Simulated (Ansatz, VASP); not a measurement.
**One calculation of WCl2F2, two programs**

The input INCAR:

```
SYSTEM = WCl2F2
PREC = Accurate ; ENCUT = 520
EDIFF = 1E-6 ; ISMEAR = 0
SIGMA = 0.1 ; LREAL = .False.
LASPH = .True. ; NELM = 150
ALGO = Normal ; ISIF = 2
LWAVE = .False. ; LCHARG = .True.
ISPIN = 2 ; MAGMOM = 0.14 -0.04 -0.04 -0.01 -0.01
LORBIT = 11 ; LMAXMIX = 4
GGA = PE ; LELF = .True.
LVHAR = .True. ; NBANDS = 33
```

KPOINTS

```
Automatic mesh
0
Gamma
  6 6 6
  0 0 0
```

POSCAR

```
WCl2F2
1.0
   -1.8577707900      1.8577707900      5.9623051000
    1.8577707900     -1.8577707900      5.9623051000
    1.8577707900      1.8577707900     -5.9623051000
W Cl F
1 2 2
Direct
    0.0000000000      0.0000000000      0.0000000000
    0.1381600100      0.1381600100      0.0000000000
    0.8618399900      0.8618399900      0.0000000000
    0.3475900000      0.3475900000      0.0000000000
    0.6524100000      0.6524100000      0.0000000000
```

Input for Ansatz:

```yaml
crystal:
  lattice:
    - [-1.85777079, 1.85777079, 5.9623051]
    - [1.85777079, -1.85777079, 5.9623051]
    - [1.85777079, 1.85777079, -5.9623051]
  atoms:
    - { symbol: W, position: [0.0, 0.0, 0.0] }
    - { symbol: Cl, position: [0.13816001, 0.13816001, 0.0] }
    - { symbol: Cl, position: [0.86183999, 0.86183999, 0.0] }
    - { symbol: F, position: [0.34759, 0.34759, 0.0] }
    - { symbol: F, position: [0.65241, 0.65241, 0.0] }
basis:
  ecutwfc: 420
kpoints:
  mp_grid: { grid: [6, 6, 6] }
hamiltonian:
  xc: pbe
scf:
  occupations: { method: gaussian, width: 0.1 }
  lower_state_search: "off"
output:
  forces: true
  stress: true
  eigenvalues: true
  populations: true
magnetization:
  spin_polarized: true
```

Change from the starting cell: species swapped into the Sc2BC2 type (I4/mmm, No. 139).

Alike in both runs: task single point; functional PBE; k mesh 6 × 6 × 6; occupations gaussian, width 0.1 eV; collinear spin.

|  | VASP | Ansatz |
| --- | --- | --- |
| version | VASP 6.6.1 | Ansatz 0.2.0 |
| potentials or method | VASP PAW PBE potentials, release 64 (W_sv, Cl, F), cutoff 520 eV | scalar-relativistic, plane waves, PAW |
| valence electrons in the cell | 42 | 42 |

|  | VASP | Ansatz | Ansatz less VASP |
| --- | --- | --- | --- |
| gap on the k mesh at the Fermi level (eV) | none | none | - |
| rms of the force components (eV/Å) | 15.202 | 15.411 | +0.2088 |
| net moment per atom (μB) | 0.00 | 0.07 | +0.072 |
| size of the moment on the site where the two differ most (μB) | 0.00 | 0.12 | +0.124 |

Site moments also hang on the region over which each program counts them. Atom by atom the forces differ by 0.221 eV/Å (rms over components). A gap of «none» marks a metal or a gap that the smearing closes. Ansatz's warnings: no starting moments.

The k mesh is coarse, so the values compare programs but aren't converged. Neither program's run includes spin-orbit coupling.
